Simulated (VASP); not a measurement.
# Mn (Fm-3m) in VASP: a series of runs

Runs on Mn. Level: r2SCAN. Tasks: single point.

All numbers are computed with VASP 6.6.1; they aren't measurements. Logs are shortened: lines on timing, memory, paths and dates and some standing lists are left out, and cuts for length are marked.

### Step 1. The cell of the first run

Symmetry: Fm-3m, No. 225, cubic system. The conventional cell has a = 3.425 Å, b = 3.425 Å, c = 3.425 Å, α = 90.00°, β = 90.00°, γ = 90.00°. Mn (site symmetry m-3m) has 12 Mn at 2.42 Å within 3.2 Å.

### Step 2. Single point, r2SCAN (volume scaled by 0.96)

The input, POSCAR:

```
Mn
1.0
    0.0000000000      1.7123314560      1.7123314560
    1.7123314560      0.0000000000      1.7123314560
    1.7123314560      1.7123314560      0.0000000000
Mn
1
Direct
    0.0000000000      0.0000000000      0.0000000000
```

The input, INCAR.step1:

```
SYSTEM = Mn
PREC = Accurate
ENCUT = 520
ISMEAR = -1
SIGMA = 0.1
LREAL = .FALSE.
LASPH = .TRUE.
NELM = 80
NBANDS = 12
GGA = PE
ALGO = Normal
EDIFF = 1E-4
LWAVE = .TRUE.
LCHARG = .FALSE.
```

The input, INCAR.step2:

```
SYSTEM = Mn
PREC = Accurate
ENCUT = 520
EDIFF = 1E-6
ISMEAR = -1
SIGMA = 0.1
LREAL = .FALSE.
LASPH = .TRUE.
NELM = 80
ALGO = Normal
ISIF = 2
LWAVE = .FALSE.
LCHARG = .FALSE.
METAGGA = R2SCAN
LMIXTAU = .TRUE.
NBANDS = 12
ISTART = 1
```

The input, KPOINTS:

```
Automatic mesh
0
G
  17 17 17
  0 0 0
```

Potentials or basis: VASP PAW PBE potentials, release 64 (Mn_pv).

On the command line:

```sh
> cat potpaw_PBE.64/Mn_pv/POTCAR > POTCAR
> cp INCAR.step1 INCAR
> mpirun -np 1 vasp_std > vasp.out
> cp INCAR.step2 INCAR
> mpirun -np 1 vasp_std > vasp.out
```

OUTCAR:

```text
SYSTEM = Mn
   PREC = Accurate
   ENCUT = 520
   EDIFF = 1E-6
   ISMEAR = -1
   LREAL = .FALSE.
   LASPH = .TRUE.
   NELM = 80
   ISIF = 2
   METAGGA = R2SCAN
   ISTART = 1

 ion  position               nearest neighbor table
   1  0.000  0.000  0.000-

  LATTYP: Found a face centered cubic cell.
 ALAT       =     3.4246629120

  Lattice vectors:

 A1 = (   0.0000000000,   1.7123314560,   1.7123314560)
 A2 = (   1.7123314560,   0.0000000000,   1.7123314560)
 A3 = (   1.7123314560,   1.7123314560,   0.0000000000)

Analysis of symmetry for initial positions (statically):
=====================================================================
 Subroutine PRICEL returns:
 Original cell was already a primitive cell.

 Routine SETGRP: Setting up the symmetry group for a
 face centered cubic supercell.

 Subroutine GETGRP returns: Found 48 space group operations
 (whereof 48 operations were pure point group operations)
 out of a pool of 48 trial point group operations.

The static configuration has the point symmetry O_h .

Analysis of symmetry for dynamics (positions and initial velocities):
=====================================================================
 Subroutine PRICEL returns:
 Original cell was already a primitive cell.

 Routine SETGRP: Setting up the symmetry group for a
 face centered cubic supercell.

 Subroutine GETGRP returns: Found 48 space group operations
 (whereof 48 operations were pure point group operations)
 out of a pool of 48 trial point group operations.

The dynamic configuration has the point symmetry O_h .

 Subroutine INISYM returns: Found 48 space group operations
 (whereof 48 operations are pure point group operations),
 and found     1 'primitive' translations

----------------------------------------------------------------------------------------

                                     Primitive cell

  volume of cell :      10.0414

  direct lattice vectors                    reciprocal lattice vectors
     0.000000000  1.712331456  1.712331456    -0.291999541  0.291999541  0.291999541
     1.712331456  0.000000000  1.712331456     0.291999541 -0.291999541  0.291999541
     1.712331456  1.712331456  0.000000000     0.291999541  0.291999541 -0.291999541

  length of vectors
     2.421602368  2.421602368  2.421602368     0.505758042  0.505758042  0.505758042

  position of ions in fractional coordinates (direct lattice)
     0.000000000  0.000000000  0.000000000

  ion indices of the primitive-cell ions
   primitive index   ion index
                 1           1
[... 74 lines left out ...]
   EDIFFG = 0.1E-04   stopping-criterion for IOM
   NSW    =      0    number of steps for IOM
   IBRION =     -1    ionic relax: 0-MD 1-quasi-New 2-CG
   NFREE  =      0    steps in history (QN), initial steepest desc. (CG)
   ISIF   =      2    stress and relaxation
   ISYM   =      2    0-nonsym 1-usesym 2-fastsym
   POTIM  = 0.5000    time-step for ionic-motion
   TEBEG  =    0.0;   TEEND  =   0.0 temperature during run
   PSTRESS=    0.0 pullay stress
   NELECT =      13.0000    total number of electrons
   NUPDOWN=      -1.0000    fix difference up-down
   EMIN   =  10.00;   EMAX   =-10.00  energy-range for DOS
   EFERMI =   0.00;   METHOD = LEGACY
   ISMEAR =    -1;   SIGMA  =   0.10  broadening in eV -4-tet -1-fermi 0-gaus
   EFERMI_NEDOS =   21; number of points for ismear=-14 and -15
   IALGO  =     38    algorithm
   IMIX   =      4    mixing-type and parameters
     AMIX     =   0.40;   BMIX     =  1.00
     AMIX_MAG =   1.60;   BMIX_MAG =  1.00
  volume/ion in A,a.u.               =      10.04        67.76
  Fermi-wavevector in a.u.,A,eV,Ry     =   1.784260  3.371762 43.315282  3.183583
  Thomas-Fermi vector in A             =   2.848282
   LORBIT       =      0    0 simple, 1 ext, 2 COOP (PROOUT), +10 PAW based schemes
   METAGGA = R2SCAN    functional components
   LHFCALC =     F    Hartree Fock is set to
   AEXX    =    0.0000 exact exchange contribution
   IVDW    =     0    specifies the selected vdW correction
   LEPSILON=     F    determine dielectric tensor
   LRPA    =     F    only Hartree local field effects (RPA)
 non-spin polarized calculation
  energy-cutoff  :      520.00
  volume of cell :       10.04
 maximum number of plane-waves:       290
 NGX is ok and might be reduce to    18
   NGX =  9   NGY =  9   NGZ =  9

 number of electron      13.0000011 magnetization

 Free energy of the ion-electron system (eV)
  ---------------------------------------------------
  ext. energy  EPLUGINS =         0.00000000
  ---------------------------------------------------
  free energy    TOTEN  =       -14.25979515 eV

  energy without entropy =      -14.21836975  energy(sigma->0) =      -14.23908245

 E-fermi :  11.4300     XC(G=0): -15.8840

 val. band max:       11.4295662313   @ k =   0.4118   0.2353   0.0588
 cond. band min:      11.4411528958   @ k =   0.4706   0.2353   0.0000
 fundamental gap:      0.0115866645
 Fermi energy:        11.4299519666

 k-point     1 :       0.0000    0.0000    0.0000
  band No.  band energies     occupation
      1     -37.9880      2.00000
      2     -37.9880      2.00000
      3     -37.9879      2.00000
      4       2.2383      2.00000
      5      10.0424      2.00000
      6      10.0424      2.00000
      7      10.0425      2.00000
      8      12.1298      0.00182
      9      12.1298      0.00182
     10      33.8707      0.00000
     11      40.6963      0.00000
     12      40.6964      0.00000
[... 331 lines left out ...]
 k-point    24 :      -0.1176    0.0588    0.0000
  band No.  band energies     occupation
      1     -38.1808      2.00000
      2     -38.0363      2.00000
      3     -38.0035      2.00000
      4       3.2314      2.00000
      5       9.6089      2.00000
      6      10.3287      1.99997
      7      10.3405      1.99996
      8      11.8338      0.03465
      9      12.1837      0.00106
     10      33.5416      0.00000
     11      35.8215      0.00000
     12      39.3541      0.00000

 [... further k-points ...]
[... 5 lines left out ...]
  --------------------------------------------------------------------------------------
  -------------------------------------------------------------------------------------
  Total        0.8882192      0.8882192      0.8882192      0.0000000     -0.0000000      0.0000000
  in kB      141.7219906    141.7219906    141.7219906      0.0000000     -0.0000000      0.0000000
  external PRESSURE =     141.7219906 kB  Pullay stress =       0.0000000 kB

 VOLUME and BASIS-vectors are now :
 -----------------------------------------------------------------------------
  energy-cutoff  :      520.00
  volume of cell :       10.04
      direct lattice vectors                 reciprocal lattice vectors
     0.000000000  1.712331456  1.712331456    -0.291999541  0.291999541  0.291999541
     1.712331456  0.000000000  1.712331456     0.291999541 -0.291999541  0.291999541
     1.712331456  1.712331456  0.000000000     0.291999541  0.291999541 -0.291999541

 POSITION                                       TOTAL-FORCE (eV/Angst)
 -----------------------------------------------------------------------------------
      0.00000      0.00000      0.00000        -0.000000     -0.000000     -0.000000
 -----------------------------------------------------------------------------------
    total drift:                                0.000000     -0.000000      0.000000

  FREE ENERGIE OF THE ION-ELECTRON SYSTEM (eV)
  ---------------------------------------------------
  free  energy   TOTEN  =       -14.2597951525 eV

  energy  without entropy=      -14.2183697530  energy(sigma->0) =      -14.23908245
```

OUTCAR.step1:

```text
SYSTEM = Mn
   PREC = Accurate
   ENCUT = 520
   ISMEAR = -1
   LREAL = .FALSE.
   LASPH = .TRUE.
[... 577 lines left out ...]
 -----------------------------------------------------------------------------------
      0.00000      0.00000      0.00000         0.000000      0.000000      0.000000
 -----------------------------------------------------------------------------------
    total drift:                                0.000000     -0.000000      0.000000

  FREE ENERGIE OF THE ION-ELECTRON SYSTEM (eV)
  ---------------------------------------------------
  free  energy   TOTEN  =        -8.8933930134 eV

  energy  without entropy=       -8.8472747734  energy(sigma->0) =       -8.87033389
```

Wall time 2.3 min (1 thread of AMD EPYC 7R43 (Zen 3), shared host); peak memory 0.1 GiB.

What came out:

```yaml
Free_energy: -14.2598 eV
Pressure: 14.2 GPa
```

Levels at points of the mesh, in eV from the Fermi level:
```
           k point  band 3  band 4  band 5  band 6  band 7  band 8  band 9  band 10  band 11  band 12
(0.00, 0.00, 0.00)  -49.42   -9.19   -1.39   -1.39   -1.39    0.70    0.70    22.44    29.27    29.27
```

Caveat: the cell differs from its parent crystal (volume scaled by 0.96); the PAW data sets were made with another functional, which shifts forces and pressure a little; the run has no spin polarisation, though such a crystal can be magnetic.

### Step 3. Single point, r2SCAN

This run uses another cell than the first one, of 10.46 Å³/atom, 1.042 times its volume.

The input, POSCAR:

```
Mn
1.0
    0.0000000000      1.7357909665      1.7357909665
    1.7357909665      0.0000000000      1.7357909665
    1.7357909665      1.7357909665      0.0000000000
Mn
1
Direct
    0.0000000000      0.0000000000      0.0000000000
```

The input, INCAR.step1:

```
SYSTEM = Mn
PREC     = Accurate       ! precision mode
ENCUT    = 520            ! plane-wave cutoff, eV
ISMEAR   = -1             ! smearing method
SIGMA    = 0.1            ! smearing width, eV
LREAL    = .FALSE.        ! projectors in reciprocal space
LASPH    = .TRUE.         ! aspherical terms in the spheres
NELM     = 100            ! most SCF steps
NBANDS   = 12             ! bands
GGA      = PE             ! functional
ALGO     = Normal         ! electronic algorithm
EDIFF    = 1E-4           ! SCF threshold, eV
LWAVE    = .TRUE.         ! write WAVECAR
LCHARG   = .FALSE.        ! write CHGCAR
```

The input, INCAR.step2:

```
SYSTEM = Mn
PREC     = Accurate       ! precision mode
ENCUT    = 520            ! plane-wave cutoff, eV
EDIFF    = 1E-6           ! SCF threshold, eV
ISMEAR   = -1             ! smearing method
SIGMA    = 0.1            ! smearing width, eV
LREAL    = .FALSE.        ! projectors in reciprocal space
LASPH    = .TRUE.         ! aspherical terms in the spheres
NELM     = 100            ! most SCF steps
ALGO     = Normal         ! electronic algorithm
ISIF     = 2              ! what is computed and relaxed
LWAVE    = .FALSE.        ! write WAVECAR
LCHARG   = .TRUE.         ! write CHGCAR
METAGGA  = R2SCAN         ! meta-GGA
LMIXTAU  = .TRUE.       
LELF     = .TRUE.         ! ELF
LVHAR    = .TRUE.       
NBANDS   = 12             ! bands
ISTART   = 1
```

KPOINTS is that of step 2.

Potentials or basis: VASP PAW PBE potentials, release 64 (Mn_pv).

On the command line:

```sh
> cat potpaw_PBE.64/Mn_pv/POTCAR > POTCAR
> cp INCAR.step1 INCAR
> mpirun -np 1 vasp_std > vasp.out
> cp INCAR.step2 INCAR
> mpirun -np 1 vasp_std > vasp.out
```

OUTCAR:

```text
SYSTEM = Mn
   PREC = Accurate
   ENCUT = 520
   EDIFF = 1E-6
   ISMEAR = -1
   LREAL = .FALSE.
   LASPH = .TRUE.
   NELM = 100
   ISIF = 2
   METAGGA = R2SCAN
   ISTART = 1

 ion  position               nearest neighbor table
   1  0.000  0.000  0.000-

  LATTYP: Found a face centered cubic cell.
 ALAT       =     3.4715819330

  Lattice vectors:

 A1 = (   0.0000000000,   1.7357909665,   1.7357909665)
 A2 = (   1.7357909665,   0.0000000000,   1.7357909665)
 A3 = (   1.7357909665,   1.7357909665,   0.0000000000)

Analysis of symmetry for initial positions (statically):
=====================================================================
 Subroutine PRICEL returns:
 Original cell was already a primitive cell.

 Routine SETGRP: Setting up the symmetry group for a
 face centered cubic supercell.

 Subroutine GETGRP returns: Found 48 space group operations
 (whereof 48 operations were pure point group operations)
 out of a pool of 48 trial point group operations.

The static configuration has the point symmetry O_h .

Analysis of symmetry for dynamics (positions and initial velocities):
=====================================================================
[... 160 lines left out ...]
 Fermi energy:        10.8220438843

 k-point     1 :       0.0000    0.0000    0.0000
  band No.  band energies     occupation
      1     -38.6319      2.00000
      2     -38.6319      2.00000
      3     -38.6318      2.00000
      4       1.8124      2.00000
      5       9.5090      2.00000
      6       9.5091      2.00000
      7       9.5091      2.00000
      8      11.4869      0.00259
      9      11.4869      0.00259
     10      32.9992      0.00000
     11      38.6937      0.00000
     12      39.5350      0.00000
[... 331 lines left out ...]
 k-point    24 :      -0.1176    0.0588    0.0000
  band No.  band energies     occupation
      1     -38.8005      2.00000
      2     -38.6745      2.00000
      3     -38.6457      2.00000
      4       2.7735      2.00000
      5       9.1008      2.00000
      6       9.7801      1.99994
      7       9.7907      1.99993
      8      11.2107      0.04021
      9      11.5383      0.00155
     10      32.4912      0.00000
     11      34.7483      0.00000
     12      38.5271      0.00000

 [... further k-points ...]
[... 5 lines left out ...]
  --------------------------------------------------------------------------------------
  -------------------------------------------------------------------------------------
  Total        0.0203043      0.0203043      0.0203043      0.0000000     -0.0000000      0.0000000
  in kB        3.1101069      3.1101069      3.1101069      0.0000000     -0.0000000      0.0000000
  external PRESSURE =       3.1101069 kB  Pullay stress =       0.0000000 kB

 VOLUME and BASIS-vectors are now :
 -----------------------------------------------------------------------------
  energy-cutoff  :      520.00
  volume of cell :       10.46
      direct lattice vectors                 reciprocal lattice vectors
     0.000000000  1.735790966  1.735790966    -0.288053118  0.288053118  0.288053118
     1.735790966  0.000000000  1.735790966     0.288053118 -0.288053118  0.288053118
     1.735790966  1.735790966  0.000000000     0.288053118  0.288053118 -0.288053118

 POSITION                                       TOTAL-FORCE (eV/Angst)
 -----------------------------------------------------------------------------------
      0.00000      0.00000      0.00000         0.000000     -0.000000     -0.000000
 -----------------------------------------------------------------------------------
    total drift:                                0.000000     -0.000000      0.000000

  FREE ENERGIE OF THE ION-ELECTRON SYSTEM (eV)
  ---------------------------------------------------
  free  energy   TOTEN  =       -14.2783599672 eV

  energy  without entropy=      -14.2350020261  energy(sigma->0) =      -14.25668100
```

OUTCAR.step1:

```text
SYSTEM = Mn
   PREC = Accurate
   ENCUT = 520
   ISMEAR = -1
   LREAL = .FALSE.
   LASPH = .TRUE.
[... 576 lines left out ...]
 -----------------------------------------------------------------------------------
      0.00000      0.00000      0.00000         0.000000      0.000000      0.000000
 -----------------------------------------------------------------------------------
    total drift:                                0.000000     -0.000000      0.000000

  FREE ENERGIE OF THE ION-ELECTRON SYSTEM (eV)
  ---------------------------------------------------
  free  energy   TOTEN  =        -8.9329015389 eV

  energy  without entropy=       -8.8845899476  energy(sigma->0) =       -8.90874574
```

Run time: 2 min. Hardware: 1 thread of AMD EPYC 7R43 (Zen 3), shared host; peak memory 0.1 GiB.

What came out:

| Property | Result |
| --- | --- |
| Free energy | -14.2784 eV |
| Pressure | 0.3 GPa |

Levels at points of the mesh, in eV from the Fermi level:
| k point | band 5 | band 6 | band 7 | band 8 | band 9 | band 10 |
| --- | --- | --- | --- | --- | --- | --- |
| (0.00, 0.00, 0.00) | -1.31 | -1.31 | -1.31 | 0.66 | 0.66 | 22.18 |

Caveat: the PAW data sets were made with another functional, which shifts forces and pressure a little; the run has no spin polarisation, though such a crystal can be magnetic. Spin polarisation is off, so any magnetic state and its effect on volume and gap are missing.

### Step 4. Single point, r2SCAN (volume scaled by 1.04)

The input, POSCAR:

```
Mn
1.0
    0.0000000000      1.7586329408      1.7586329408
    1.7586329408      0.0000000000      1.7586329408
    1.7586329408      1.7586329408      0.0000000000
Mn
1
Direct
    0.0000000000      0.0000000000      0.0000000000
```

The input, INCAR.step1:

```
PREC     = Accurate       # precision mode
ENCUT    = 520            # plane-wave cutoff, eV
ISMEAR   = -1             # smearing method
SIGMA    = 0.1            # smearing width, eV
LREAL    = F              # projectors in reciprocal space
LASPH    = T              # aspherical terms in the spheres
NELM     = 80             # most SCF steps
NBANDS   = 12             # bands
GGA      = PE             # functional
ALGO     = Normal         # electronic algorithm
EDIFF    = 1E-4           # SCF threshold, eV
LWAVE    = T              # write WAVECAR
LCHARG   = F              # write CHGCAR
```

The input, INCAR.step2:

```
PREC     = Accurate       # precision mode
ENCUT    = 520            # plane-wave cutoff, eV
EDIFF    = 1E-6           # SCF threshold, eV
ISMEAR   = -1             # smearing method
SIGMA    = 0.1            # smearing width, eV
LREAL    = F              # projectors in reciprocal space
LASPH    = T              # aspherical terms in the spheres
NELM     = 80             # most SCF steps
ALGO     = Normal         # electronic algorithm
ISIF     = 2              # what is computed and relaxed
LWAVE    = F              # write WAVECAR
LCHARG   = T              # write CHGCAR
METAGGA  = R2SCAN         # meta-GGA
LMIXTAU  = T            
LELF     = T              # ELF
LVHAR    = T            
NBANDS   = 12             # bands
ISTART   = 1
```

The input, KPOINTS:

```
regular mesh
0
Gamma
  17 17 17
```

On the command line:

```sh
> cat potpaw_PBE.64/Mn_pv/POTCAR > POTCAR
> cp INCAR.step1 INCAR
> mpirun -np 1 vasp_std > vasp.out
> cp INCAR.step2 INCAR
> mpirun -np 1 vasp_std > vasp.out
```

Run time: 2.3 min. Hardware: 1 thread of AMD EPYC 7R43 (Zen 3), shared host; peak memory 0.1 GiB.

It converged, with:

```yaml
Free_energy: -14.2645 eV
Pressure: -10.7 GPa
```

Levels at points of the mesh, in eV from the Fermi level:
| k point | band 5 | band 6 | band 7 | band 8 | band 9 | band 10 |
| --- | --- | --- | --- | --- | --- | --- |
| (0.00, 0.00, 0.00) | -1.25 | -1.25 | -1.25 | 0.63 | 0.63 | 21.92 |

Caveat: the cell differs from its parent crystal (volume scaled by 1.04); the PAW data sets were made with another functional, which shifts forces and pressure a little; the run has no spin polarisation, though such a crystal can be magnetic. Spin polarisation is off, so any magnetic state and its effect on volume and gap are missing.

(Part 1 of 2 ends here.)
